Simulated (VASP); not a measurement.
# Al (C2/c) in VASP: notebook, part 2 of 2

VASP 6.6.1. The steps go on from the part before.

### Step 4. Single point, BLYP (20.28 Å³/atom)

This run uses another cell than the first one, of 20.28 Å³/atom.

The input, INCAR:

```
SYSTEM = Al
AGGAC = 1.0
AGGAX = 1.0
ALDAC = 0.0
ALDAX = 1.0
ALGO = Normal
EDIFF = 1E-6
ENCUT = 520
GGA = B5
ISIF = 2
ISMEAR = -1
LASPH = .TRUE.
LCHARG = .FALSE.
LREAL = .FALSE.
LWAVE = .FALSE.
NBANDS = 10
NELM = 60
PREC = Accurate
SIGMA = 0.1
```

The input, KPOINTS:

```
k-points
0
G
  17 17 12
  0 0 0
```

The input, POSCAR:

```
Al
1.0
   -3.3659689914      2.9319364742      1.4314634366
    2.9319364742     -3.3659689914      1.4314634366
    2.5865649101      2.5865649101     -2.2263947867
Al
2
Direct
    0.9885491666      0.0114508334      0.0000000000
    0.7614508334      0.2385491666      0.5000000000
```

Potentials or basis: VASP PAW PBE potentials, release 64 (Al).

On the command line:

```bash
$ cat potpaw_PBE.64/Al/POTCAR > POTCAR
$ mpirun -np 1 vasp_std > vasp.out
```

OUTCAR:

```text
SYSTEM = Al
   EDIFF = 1E-6
   ENCUT = 520
   GGA = B5
   ISIF = 2
   ISMEAR = -1
   LASPH = .TRUE.
   LREAL = .FALSE.
   NELM = 60
   PREC = Accurate

 ion  position               nearest neighbor table
   1  0.989  0.011  0.000-   2 2.89   2 2.89   2 2.94   2 2.94   2 2.95   2 2.95
   2  0.761  0.239  0.500-   1 2.89   1 2.89   1 2.94   1 2.94   1 2.95   1 2.95

  Warning from LATTYP: Got some problem with cell dimensions!
  Tried to take original basis but could not verify dimensions!
  LATTYP: Found a base centered monoclinic cell.
[... 508 lines left out ...]

  FORCE on cell =-STRESS in cart. coord.  units (eV):
  Direction    XX          YY          ZZ          XY          YZ          ZX
  --------------------------------------------------------------------------------------
  -------------------------------------------------------------------------------------
  Total       -0.8394013     -0.8394013     -0.8508835      0.1407512      0.0129453      0.0129453
  in kB      -33.1648377    -33.1648377    -33.6185028      5.5610958      0.5114684      0.5114684
  external PRESSURE =     -33.3160594 kB  Pullay stress =       0.0000000 kB

 VOLUME and BASIS-vectors are now :
 -----------------------------------------------------------------------------
  energy-cutoff  :      520.00
  volume of cell :       40.55
      direct lattice vectors                 reciprocal lattice vectors
    -3.365968991  2.931936474  1.431463437     0.093496984  0.252279932  0.401714216
     2.931936474 -3.365968991  1.431463437     0.252279932  0.093496984  0.401714216
     2.586564910  2.586564910 -2.226394787     0.222317720  0.222317720  0.067408721

 POSITION                                       TOTAL-FORCE (eV/Angst)
 -----------------------------------------------------------------------------------
     -3.29385      2.85982      1.43146         0.012824     -0.012824      0.000000
     -0.57033      2.72286      0.31827        -0.012824      0.012824     -0.000000
 -----------------------------------------------------------------------------------
    total drift:                               -0.000000      0.000000      0.000000

  FREE ENERGIE OF THE ION-ELECTRON SYSTEM (eV)
  ---------------------------------------------------
  free  energy   TOTEN  =        -5.3707569377 eV

  energy  without entropy=       -5.3410048974  energy(sigma->0) =       -5.35588092
```

Run time: 4.6 min. Hardware: 1 thread of Intel Xeon Platinum 8488C (Sapphire Rapids), shared host; peak memory 0.41 GiB.

Results:

```yaml
Free_energy: -5.3708 eV
Pressure: -3.3 GPa
Largest_force: 0.018 eV/Å
Band_gap_on_the_k_mesh: zero (bands 3 and 4 overlap by 8.68 eV)
```

Forces on the atoms (eV/Å):
```
Al   0.013 -0.013  0.000
Al  -0.013  0.013  0.000
```

Caveat: the cell stands under tension; the PAW data sets were made with another functional, which shifts forces and pressure a little.

### Step 5. Single point, BLYP (21.03 Å³/atom)

This run uses another cell than the first one, of 21.03 Å³/atom.

The input, INCAR:

```
SYSTEM = Al
PREC = Accurate
ENCUT = 520
EDIFF = 1E-7
ISMEAR = -1
SIGMA = 0.1
LREAL = .FALSE.
LASPH = .TRUE.
NELM = 80
ALGO = Normal
ISIF = 2
LWAVE = .FALSE.
LCHARG = .FALSE.
GGA = B5
ALDAX = 1.0
AGGAX = 1.0
AGGAC = 1.0
ALDAC = 0.0
NBANDS = 10
```

The input, KPOINTS:

```
Automatic mesh
0
G
  17 17 12
  0 0 0
```

The input, POSCAR:

```
Al
1.0
   -3.4070214396      2.9676953212      1.4489220284
    2.9676953212     -3.4070214396      1.4489220284
    2.6181114937      2.6181114937     -2.2535486188
Al
2
Direct
    0.9885491666      0.0114508334      0.0000000000
    0.7614508334      0.2385491666      0.5000000000
```

On the command line:

```bash
$ cat potpaw_PBE.64/Al/POTCAR > POTCAR
$ mpirun -np 1 vasp_std > vasp.out
```

Run time: 4.9 min. Hardware: 1 thread of Intel Xeon Platinum 8259CL at 2.50GHz (Skylake/Cascade Lake), shared host; peak memory 0.43 GiB.

Results (log left out):

```yaml
Free_energy: -5.3340 eV
Pressure: -4.5 GPa
Largest_force: 0.031 eV/Å
Band_gap_on_the_k_mesh: zero (bands 3 and 4 overlap by 8.45 eV)
```

Forces in eV/Å, atoms in the order of the input:
```
Al   0.022 -0.022  0.000
Al  -0.022  0.022  0.000
```

Stress tensor (GPa, compression positive):
```
-4.47  0.64  0.07
 0.64 -4.47  0.07
 0.07  0.07 -4.45
```

Levels at points of the mesh, in eV from the Fermi level:
```
           k point  band 1  band 2  band 3  band 4  band 5  band 6
(0.00, 0.00, 0.00)   -9.57   -2.61   -2.19    3.98    5.36    6.94
(0.00, 0.00, 0.50)   -5.91   -5.91    0.82    0.82    1.49    1.49
```

Caveat: the cell stands under tension; the PAW data sets were made with another functional, which shifts forces and pressure a little.

### Step 6. Summary

```csv
cell,gap on the mesh (eV),pressure (GPa),largest force (eV/Å)
"a = 4.569, b = 4.569, c = 4.174 Å, angles 102.4, 102.4, 143.6°, 2 atoms",none,0.0,0.01
"a = 4.629, b = 4.629, c = 4.229 Å, angles 102.4, 102.4, 143.6°, 2 atoms",none,-1.9,-
"a = 4.688, b = 4.688, c = 4.282 Å, angles 102.4, 102.4, 143.6°, 2 atoms",none,-3.3,0.02
"a = 4.745, b = 4.745, c = 4.334 Å, angles 102.4, 102.4, 143.6°, 2 atoms",none,-4.5,0.03
```

Alike in all rows: task single point; level BLYP; potentials or basis VASP PAW PBE potentials, release 64 (Al); no spin polarisation; k mesh 17 × 17 × 12; cutoff (eV) 520; smearing fermi-dirac 0.1 eV.

Caveats: the PAW data sets were made with another functional, which shifts forces and pressure a little; the cell stands under tension (at least some runs).

Absolute energies hang on the potentials; compare differences alone.
